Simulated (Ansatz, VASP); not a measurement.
## Two plane-wave programs on B2AsH2

```xyz
5
Lattice="3.3404 0.0000 0.0000 -1.6702 2.8928 0.0000 0.0000 0.0000 9.1743" Properties=species:S:1:pos:R:3 pbc="T T T"
B     0.0000    1.9286    5.6201
B     1.6702    0.9643    3.5542
H     0.0000    0.0000    8.7990
H     0.0000    0.0000    0.3752
As    0.0000    0.0000    4.5871
```

Change from the starting cell: species swapped into the K2PtC2 type (P-3m1, No. 164).

Alike in both runs: functional PBE; k mesh 12 × 12 × 4; occupations gaussian, width 0.1 eV; no spin polarisation.

Ansatz relaxed the structure, and its values are those at the end. VASP's run is a single point on that final structure, the one shown.

|  | VASP | Ansatz |
| --- | --- | --- |
| version | VASP 6.6.1 | Ansatz 0.2.0 |
| potentials or method | VASP PAW PBE potentials, release 64 (B, H, As), cutoff 520 eV | scalar-relativistic, plane waves, PAW |
| valence electrons in the cell | 13 | 23 |

|  | VASP | Ansatz | Ansatz less VASP |
| --- | --- | --- | --- |
| gap on the k mesh at the Fermi level (eV) | none | none | - |
| pressure (GPa) | 0.1 | 0.0 | -0.11 |
| rms of the force components (eV/Å) | 0.012 | 0.000 | -0.0120 |

A gap of «none» marks a metal or a gap that the smearing closes. With one functional, cell and mesh, what is left measures potentials, basis and numerics. VASP's potentials hold 13 valence electrons a cell and Ansatz's 23, so a difference there can come from the potentials and not from the codes.
